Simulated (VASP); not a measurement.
# HfO2 (R-3m) in VASP: a series of runs

The runs below take HfO2 through single point, with LDA.

Everything below comes from runs of VASP 6.6.1. Logs are shortened: lines on timing, memory, paths and dates and some standing lists are left out, and cuts for length are marked.

## (1) The cell of the first run

It takes space group R-3m (No. 166, trigonal). Conventional cell: a = 3.635 Å, b = 3.635 Å, c = 8.771 Å, α = 90.00°, β = 90.00°, γ = 120.00°. Hf (site symmetry -3m) has 8 O at 2.19 to 2.22 Å within 2.9 Å. Within 2.9 Å of O (site symmetry 3m) lie 4 Hf at 2.19 to 2.22 Å and 6 O at 2.56 Å.

## (2) Single point, LDA (equal xy, yz and zx shear strains of -1 %)

INCAR reads:

```
ALGO     = Normal         # electronic algorithm
EDIFF    = 1E-6           # SCF threshold, eV
ENCUT    = 600            # plane-wave cutoff, eV
GGA_COMPAT= False        
ISIF     = 2              # what is computed and relaxed
ISMEAR   = -1             # smearing method
LASPH    = True           # aspherical terms in the spheres
LCHARG   = True           # write CHGCAR
LELF     = True           # ELF
LREAL    = False          # projectors in reciprocal space
LVHAR    = True         
LWAVE    = False          # write WAVECAR
NBANDS   = 18             # bands
NELM     = 120            # most SCF steps
PREC     = Accurate       # precision mode
SIGMA    = 0.01           # smearing width, eV
```

KPOINTS reads:

```
k-points
0
Gamma
  8 8 8
```

POSCAR reads:

```
HfO2
1.0
   -0.0255750000      2.5447125000      2.5447125000
    2.5447125000     -0.0255750000      2.5447125000
    2.5447125000      2.5447125000     -0.0255750000
Hf O
1 2
Direct
    0.0000000000      0.0000000000      0.0000000000
    0.2500000000      0.2500000000      0.2500000000
    0.7500000000      0.7500000000      0.7500000000
```

Potentials or basis: VASP PAW LDA potentials, release 64 (Hf_pv, O).

The run is started by

```console
cat potpaw_LDA.64/Hf_pv/POTCAR potpaw_LDA.64/O/POTCAR > POTCAR
mpirun -np 1 vasp_std > vasp.out
```

OUTCAR:

```text
EDIFF = 1E-6
   ENCUT = 600
   ISIF = 2
   ISMEAR = -1
   LASPH = True
   LREAL = False
   NELM = 120
   PREC = Accurate

 ion  position               nearest neighbor table
   1  0.000  0.000  0.000-   2 2.19   3 2.19   3 2.22   3 2.22   3 2.22   2 2.22   2 2.22   2 2.22

   2  0.250  0.250  0.250-   1 2.19   1 2.22   1 2.22   1 2.22
   3  0.750  0.750  0.750-   1 2.19   1 2.22   1 2.22   1 2.22

  LATTYP: Found a trigonal (rhomboedric) cell.
 ALAT       =     3.5988578044
 COS(alpha) =     0.4899250057

  Lattice vectors:

 A1 = (  -0.0255750000,   2.5447125000,   2.5447125000)
 A2 = (   2.5447125000,  -0.0255750000,   2.5447125000)
 A3 = (   2.5447125000,   2.5447125000,  -0.0255750000)

Analysis of symmetry for initial positions (statically):
=====================================================================
 Subroutine PRICEL returns:
 Original cell was already a primitive cell.

 Routine SETGRP: Setting up the symmetry group for a
 trigonal (rhombohedral) supercell.

 Subroutine GETGRP returns: Found 12 space group operations
 (whereof 12 operations were pure point group operations)
 out of a pool of 12 trial point group operations.

The static configuration has the point symmetry D_3d.

Analysis of symmetry for dynamics (positions and initial velocities):
=====================================================================
 Subroutine PRICEL returns:
 Original cell was already a primitive cell.

 Routine SETGRP: Setting up the symmetry group for a
 trigonal (rhombohedral) supercell.

 Subroutine GETGRP returns: Found 12 space group operations
 (whereof 12 operations were pure point group operations)
 out of a pool of 12 trial point group operations.

The dynamic configuration has the point symmetry D_3d.

 Subroutine INISYM returns: Found 12 space group operations
 (whereof 12 operations are pure point group operations),
 and found     1 'primitive' translations

----------------------------------------------------------------------------------------

                                     Primitive cell

  volume of cell :      33.4537

  direct lattice vectors                    reciprocal lattice vectors
    -0.025575000  2.544712500  2.544712500    -0.193548289  0.195513246  0.195513246
     2.544712500 -0.025575000  2.544712500     0.195513246 -0.193548289  0.195513246
     2.544712500  2.544712500 -0.025575000     0.195513246  0.195513246 -0.193548289
[... 85 lines left out ...]
   NELM   =    120;   NELMIN=  2; NELMDL= -5     # of ELM steps
   EDIFF  = 0.1E-05   stopping-criterion for ELM
   LREAL  =      F    real-space projection
   EDIFFG = 0.1E-04   stopping-criterion for IOM
   NSW    =      0    number of steps for IOM
   IBRION =     -1    ionic relax: 0-MD 1-quasi-New 2-CG
   NFREE  =      0    steps in history (QN), initial steepest desc. (CG)
   ISIF   =      2    stress and relaxation
   ISYM   =      2    0-nonsym 1-usesym 2-fastsym
   POTIM  = 0.5000    time-step for ionic-motion
   TEBEG  =    0.0;   TEEND  =   0.0 temperature during run
   PSTRESS=    0.0 pullay stress
   NELECT =      22.0000    total number of electrons
   NUPDOWN=      -1.0000    fix difference up-down
   EMIN   =  10.00;   EMAX   =-10.00  energy-range for DOS
   EFERMI =   0.00;   METHOD = LEGACY
   ISMEAR =    -1;   SIGMA  =   0.01  broadening in eV -4-tet -1-fermi 0-gaus
   EFERMI_NEDOS =   21; number of points for ismear=-14 and -15
   IALGO  =     38    algorithm
   IMIX   =      4    mixing-type and parameters
     AMIX     =   0.40;   BMIX     =  1.00
     AMIX_MAG =   1.60;   BMIX_MAG =  1.00
  volume/ion in A,a.u.               =      11.15        75.25
  Fermi-wavevector in a.u.,A,eV,Ry     =   1.423643  2.690294 27.575720  2.026758
  Thomas-Fermi vector in A             =   2.544218
   LORBIT       =      0    0 simple, 1 ext, 2 COOP (PROOUT), +10 PAW based schemes
   GGA     = CA    functional components
   LHFCALC =     F    Hartree Fock is set to
   AEXX    =    0.0000 exact exchange contribution
   IVDW    =     0    specifies the selected vdW correction
   LEPSILON=     F    determine dielectric tensor
   LRPA    =     F    only Hartree local field effects (RPA)
 non-spin polarized calculation
  energy-cutoff  :      600.00
  volume of cell :       33.45
 maximum number of plane-waves:      1137
 NGX is ok and might be reduce to    30
   NGX = 15   NGY = 15   NGZ = 15

 number of electron      21.9999994 magnetization

 Free energy of the ion-electron system (eV)
  ---------------------------------------------------
  ext. energy  EPLUGINS =         0.00000000
  ---------------------------------------------------
  free energy    TOTEN  =       -32.91414493 eV

  energy without entropy =      -32.91414493  energy(sigma->0) =      -32.91414493

 E-fermi :   4.0638     XC(G=0): -12.1749

 val. band max:        3.8201220988   @ k =   0.5000   0.5000  -0.0000
 cond. band min:       7.3484431072   @ k =   0.5000   0.5000  -0.0000
 fundamental gap:      3.5283210084
 Fermi energy:         4.0637665664

 k-point     1 :       0.0000    0.0000    0.0000
  band No.  band energies     occupation
      1     -25.7901      2.00000
      2     -25.7901      2.00000
      3     -25.7838      2.00000
      4     -14.4867      2.00000
      5     -11.4599      2.00000
      6      -1.4344      2.00000
[... 481 lines left out ...]
      5     -12.1648      2.00000
      6      -0.9496      2.00000
[... 10 lines left out ...]
     17      13.4429      0.00000
     18      15.9496      0.00000

 [... further k-points ...]

------------------------ aborting loop because EDIFF is reached ----------------------------------------

  FORCE on cell =-STRESS in cart. coord.  units (eV):
  Direction    XX          YY          ZZ          XY          YZ          ZX
  --------------------------------------------------------------------------------------
  -------------------------------------------------------------------------------------
  Total       -4.0701348     -4.0701348     -4.0701348      0.1571335      0.1571335      0.1571335
  in kB     -194.9284061   -194.9284061   -194.9284061      7.5254937      7.5254937      7.5254937
  external PRESSURE =    -194.9284061 kB  Pullay stress =       0.0000000 kB

 VOLUME and BASIS-vectors are now :
 -----------------------------------------------------------------------------
  energy-cutoff  :      600.00
  volume of cell :       33.45
      direct lattice vectors                 reciprocal lattice vectors
    -0.025575000  2.544712500  2.544712500    -0.193548289  0.195513246  0.195513246
     2.544712500 -0.025575000  2.544712500     0.195513246 -0.193548289  0.195513246
     2.544712500  2.544712500 -0.025575000     0.195513246  0.195513246 -0.193548289

 POSITION                                       TOTAL-FORCE (eV/Angst)
 -----------------------------------------------------------------------------------
      0.00000      0.00000      0.00000         0.000000      0.000000      0.000000
      1.26596      1.26596      1.26596         0.049379      0.049379      0.049379
      3.79789      3.79789      3.79789        -0.049379     -0.049379     -0.049379
 -----------------------------------------------------------------------------------
    total drift:                                0.000000     -0.000000      0.000000

  FREE ENERGIE OF THE ION-ELECTRON SYSTEM (eV)
  ---------------------------------------------------
  free  energy   TOTEN  =       -32.9141449329 eV

  energy  without entropy=      -32.9141449329  energy(sigma->0) =      -32.91414493
```

stdout:

```text
POSCAR found type information on POSCAR HfO
 POSCAR found :  2 types and       3 ions
 scaLAPACK will be used
 LDA part: xc-table for (Slater(with rela. corr.)+CA(PZ))
 , standard interpolation
 POSCAR, INCAR and KPOINTS ok, starting setup
 FFT: planning ... GRIDC
 FFT: planning ... GRID_SOFT
 FFT: planning ... GRID
 WAVECAR not read
 entering main loop
```

It took 47 s on 1 thread of Intel Xeon Platinum 8488C (Sapphire Rapids), shared host; peak memory 0.18 GiB.

What came out:

```yaml
Free_energy: -32.9141 eV
Pressure: -19.5 GPa
Largest_force: 0.086 eV/Å
Band_gap_on_the_k_mesh: 3.53 eV
```

Forces on the atoms (eV/Å):
```
Hf   0.000  0.000  0.000
O    0.049  0.049  0.049
O   -0.049 -0.049 -0.049
```

Caveat: the cell differs from its parent crystal (equal xy, yz and zx shear strains of -1 %); the cell stands under tension; spin-orbit coupling is left out, which moves the levels of the heavy elements. A k mesh can miss the band edges.

## (3) Single point, LDA (equal xy, yz and zx shear strains of +1 %)

INCAR reads:

```
PREC     = Accurate       # precision mode
ENCUT    = 600            # plane-wave cutoff, eV
EDIFF    = 1E-6           # SCF threshold, eV
ISMEAR   = -1             # smearing method
SIGMA    = 0.01           # smearing width, eV
LREAL    = False          # projectors in reciprocal space
LASPH    = True           # aspherical terms in the spheres
NELM     = 120            # most SCF steps
ALGO     = Normal         # electronic algorithm
ISIF     = 2              # what is computed and relaxed
LWAVE    = False          # write WAVECAR
LCHARG   = True           # write CHGCAR
GGA      = CA             # functional
LELF     = True           # ELF
LVHAR    = True         
NBANDS   = 18             # bands
GGA_COMPAT= False
```

KPOINTS reads:

```
regular mesh
0
Gamma
  8 8 8
```

POSCAR reads:

```
HfO2
1.0
    0.0255750000      2.5702875000      2.5702875000
    2.5702875000      0.0255750000      2.5702875000
    2.5702875000      2.5702875000      0.0255750000
Hf O
1 2
Direct
    0.0000000000      0.0000000000      0.0000000000
    0.2500000000      0.2500000000      0.2500000000
    0.7500000000      0.7500000000      0.7500000000
```

Potentials or basis: VASP PAW LDA potentials, release 64 (Hf_pv, O).

The run is started by

```console
cat potpaw_LDA.64/Hf_pv/POTCAR potpaw_LDA.64/O/POTCAR > POTCAR
mpirun -np 1 vasp_std > vasp.out
```

It took 52 s on 1 thread of Intel Xeon Platinum 8488C (Sapphire Rapids), shared host; peak memory 0.18 GiB.

It converged, with:

| Property | Result |
| --- | --- |
| Free energy | -32.9143 eV |
| Pressure | -19.5 GPa |
| Largest force | 0.071 eV/Å |
| Band gap on the k mesh | 3.53 eV |

Forces in eV/Å, atoms in the order of the input:
```
Hf   0.000  0.000  0.000
O   -0.041 -0.041 -0.041
O    0.041  0.041  0.041
```

Stress tensor (GPa, compression positive):
```
-19.50  -0.67  -0.67
 -0.67 -19.50  -0.67
 -0.67  -0.67 -19.50
```

Levels at points of the mesh, in eV from the valence-band top:
```
           k point  band 9  band 10  band 11  band 12  band 13  band 14
(0.00, 0.00, 0.00)   -0.61    -0.61    -0.58     3.63     3.63     5.48
(0.50, 0.00, 0.00)   -2.69    -1.84    -1.79     4.30     4.39     6.74
(0.50, 0.50, 0.00)   -1.57    -1.44     0.00     3.53     5.19     6.34
(0.50, 0.50, 0.50)   -2.73    -1.79    -1.79     4.30     4.30     6.55
```

Caveat: the cell differs from its parent crystal (equal xy, yz and zx shear strains of +1 %); the cell stands under tension; spin-orbit coupling is left out, which moves the levels of the heavy elements.
